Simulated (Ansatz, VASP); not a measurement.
One calculation of HfN, two programs

The input POSCAR:

```
HfN
1.0
    0.0000000000      2.4548220000      2.4548220000
    2.4548220000      0.0000000000      2.4548220000
    2.4548220000      2.4548220000      0.0000000000
Hf N
1 1
Direct
    0.0152760567      0.0152760567     -0.0152760567
    0.7500000000      0.7500000000      0.7500000000
```

Contents of INCAR.step1:

```
SYSTEM = HfN
PREC     = Accurate       ! precision mode
ENCUT    = 520            ! plane-wave cutoff, eV
ISMEAR   = 0              ! smearing method
SIGMA    = 0.15           ! smearing width, eV
LREAL    = .False.        ! projectors in reciprocal space
LASPH    = .True.         ! aspherical terms in the spheres
NELM     = 60             ! most SCF steps
NBANDS   = 14             ! bands
GGA      = PE             ! functional
ALGO     = Normal         ! electronic algorithm
EDIFF    = 1E-4           ! SCF threshold, eV
LWAVE    = .True.         ! write WAVECAR
LCHARG   = .False.        ! write CHGCAR
```

File INCAR.step2:

```
SYSTEM = HfN
PREC     = Accurate       ! precision mode
ENCUT    = 520            ! plane-wave cutoff, eV
EDIFF    = 1E-6           ! SCF threshold, eV
ISMEAR   = 0              ! smearing method
SIGMA    = 0.15           ! smearing width, eV
LREAL    = .False.        ! projectors in reciprocal space
LASPH    = .True.         ! aspherical terms in the spheres
NELM     = 60             ! most SCF steps
ALGO     = Normal         ! electronic algorithm
ISIF     = 2              ! what is computed and relaxed
LWAVE    = .False.        ! write WAVECAR
LCHARG   = .True.         ! write CHGCAR
METAGGA  = R2SCAN         ! meta-GGA
LMIXTAU  = .True.       
LELF     = .True.         ! ELF
LVHAR    = .True.       
NBANDS   = 14             ! bands
ISTART   = 1
```

KPOINTS

```
Automatic mesh
0
Gamma
  16 16 16
  0 0 0
```

Input for Ansatz:

```yaml
crystal:
  lattice:
    - [0.0, 2.454822, 2.454822]
    - [2.454822, 0.0, 2.454822]
    - [2.454822, 2.454822, 0.0]
  atoms:
    - { symbol: Hf, position: [0.0152760567, 0.0152760567, -0.0152760567] }
    - { symbol: "N", position: [0.75, 0.75, 0.75] }
basis:
  ecutwfc: 500
kpoints:
  mp_grid: { grid: [16, 16, 16] }
hamiltonian:
  xc: r2scan
scf:
  occupations: { method: gaussian, width: 0.15 }
output:
  forces: true
  stress: true
  eigenvalues: true
```

Change from the starting cell: all Hf atoms moved +0.075 Å, as atom 1 along Cartesian [0 0 1].

Alike in both runs: task single point; functional r2SCAN; k mesh 16 × 16 × 16; occupations gaussian, width 0.15 eV; no spin polarisation.

|  | VASP | Ansatz |
| --- | --- | --- |
| version | VASP 6.6.1 | Ansatz 0.2.0 |
| potentials or method | VASP PAW PBE potentials, release 64 (Hf_pv, N), cutoff 520 eV | scalar-relativistic, plane waves, PAW |
| valence electrons in the cell | 15 | 31 |

|  | VASP | Ansatz | Ansatz less VASP |
| --- | --- | --- | --- |
| gap on the k mesh at the Fermi level (eV) | none | none | - |
| pressure (GPa) | -2.9 | -1.6 | +1.34 |
| traceless stress, the component that is largest in VASP (GPa) | -3.98 | -4.03 | -0.044 |
| rms of the force components (eV/Å) | 0.508 | 0.509 | +0.0007 |

VASP's potentials were made for PBE, not for r2SCAN. Atom by atom the forces differ by 0.001 eV/Å (rms over components). A gap of «none» marks a metal or a gap that the smearing closes. The functional is the same, so the differences come from potentials, cutoffs and numerics. VASP's potentials hold 15 valence electrons a cell and Ansatz's 31, so a difference there can come from the potentials and not from the codes.

Neither program's run includes spin-orbit coupling.
